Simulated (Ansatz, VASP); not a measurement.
# One calculation of GaSb, two programs

The input INCAR:

```
SYSTEM = GaSb
PREC = Accurate
ENCUT = 520
EDIFF = 1E-7
ISMEAR = 0
SIGMA = 0.1
LREAL = .FALSE.
LASPH = .TRUE.
NELM = 60
ALGO = Normal
ISIF = 2
LWAVE = .FALSE.
LCHARG = .TRUE.
GGA = PS
LELF = .TRUE.
LVHAR = .TRUE.
NBANDS = 16
```

File KPOINTS:

```
regular mesh
0
G
  12 12 12
  0 0 0
```

Contents of POSCAR:

```
GaSb
1.0
    0.0000000000      3.1155434918      3.1155434918
    3.1155434918      0.0000000000      3.1155434918
    3.1155434918      3.1155434918      0.0000000000
Ga Sb
1 1
Direct
    0.0000000000      0.0000000000      0.0000000000
    0.2500000000      0.2500000000      0.2500000000
```

Input for Ansatz:

```yaml
crystal:
  lattice:
    - [0.0, 3.1155434918, 3.1155434918]
    - [3.1155434918, 0.0, 3.1155434918]
    - [3.1155434918, 3.1155434918, 0.0]
  atoms:
    - { symbol: Ga, position: [0.0, 0.0, 0.0] }
    - { symbol: Sb, position: [0.25, 0.25, 0.25] }
basis:
  ecutwfc: 420
kpoints:
  mp_grid: { grid: [12, 12, 12] }
hamiltonian:
  xc: pbesol
scf:
  occupations: { method: gaussian, width: 0.1 }
output:
  forces: true
  stress: true
  eigenvalues: true
```

Alike in both runs: task single point; functional PBEsol; k mesh 12 × 12 × 12; occupations gaussian, width 0.1 eV; no spin polarisation.

|  | VASP | Ansatz |
| --- | --- | --- |
| version | VASP 6.6.1 | Ansatz 0.2.0 |
| potentials or method | VASP PAW PBE potentials, release 64 (Ga_d, Sb), cutoff 520 eV | scalar-relativistic, plane waves, PAW |
| valence electrons in the cell | 18 | 28 |

|  | VASP | Ansatz | Ansatz less VASP |
| --- | --- | --- | --- |
| gap on the k mesh at the Fermi level (eV) | none | none | - |
| pressure (GPa) | -2.5 | -2.6 | -0.07 |

VASP's potentials were made for PBE, not for PBEsol. A gap of «none» marks a metal or a gap that the smearing closes. VASP's potentials hold 18 valence electrons a cell and Ansatz's 28, so a difference there can come from the potentials and not from the codes.

Spin-orbit coupling is off throughout.
